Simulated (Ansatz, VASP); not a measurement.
# Two plane-wave programs on In

```
In
1.0
     0.00000    3.35626    3.35626
     3.35626    0.00000    3.35626
     3.35626    3.35626    0.00000
In
2
Direct
  0.12500 0.12500 0.12500
  0.87500 0.87500 0.87500
```

Alike in both runs: task single point; functional LDA; k mesh 10 × 10 × 10; occupations fermi-dirac, width 0.1 eV; no spin polarisation.

```csv
,VASP,Ansatz
version,VASP 6.6.1,Ansatz 0.2.0
potentials or method,"VASP PAW LDA potentials, release 64 (In_d), cutoff 520 eV","plane waves (420 eV) with PAW, scalar-relativistic"
valence electrons in the cell,26,26
```

Ansatz gave:

```
pressure (GPa) : -2.6
```

Task: Which values does VASP return?

Result: Pressure (GPa): -2.7.

Ansatz warns that its potentials were made for another functional, while VASP's fit it. LDA's correlation is that of Perdew and Zunger in VASP and of Perdew and Wang (1992) in Ansatz.
